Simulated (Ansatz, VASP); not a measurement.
Two plane-wave programs on Mn2Cl

```xyz
6
Lattice="3.0970 0.0000 0.0000 -1.5485 2.6821 0.0000 0.0000 0.0000 12.0780" Properties=species:S:1:pos:R:3 pbc="T T T"
Mn    0.0000    1.7881    7.0700
Mn    1.5485    0.8940    1.0311
Mn    0.0000    1.7881   11.0469
Mn    1.5485    0.8940    5.0079
Cl    0.0000    1.7881    3.0195
Cl    1.5485    0.8940    9.0585
```

Alike in both runs: functional PBE; k mesh 6 × 6 × 2; occupations gaussian, width 0.1 eV; collinear spin.

Ansatz relaxed the structure, and its values are those at the end. VASP's run is a single point on that final structure, the one shown.

|  | VASP | Ansatz |
| --- | --- | --- |
| version | VASP 6.6.1 | Ansatz 0.2.0 |
| potentials or method | VASP PAW PBE potentials, release 64 (Mn_pv, Cl), cutoff 520 eV | scalar-relativistic, plane waves, PAW |
| valence electrons in the cell | 66 | 74 |

VASP gave:

* gap on the k mesh at the Fermi level (eV): none
* pressure (GPa): -0.1
* net moment per atom (μB): 2.63
* size of the moment on the site where the two differ most (μB): 0.06

Problem. What did Ansatz give for the same quantities?

Solution. gap on the k mesh at the Fermi level (eV): none; pressure (GPa): -0.1; net moment per atom (μB): 2.63; size of the moment on the site where the two differ most (μB): 0.09.

Site moments also hang on the region over which each program counts them. A gap of «none» marks a metal or a gap that the smearing closes. With one functional, cell and mesh, what is left measures potentials, basis and numerics. VASP's potentials hold 66 valence electrons a cell and Ansatz's 74, so a difference there can come from the potentials and not from the codes.

The k mesh is coarse, so the values compare programs but aren't converged.
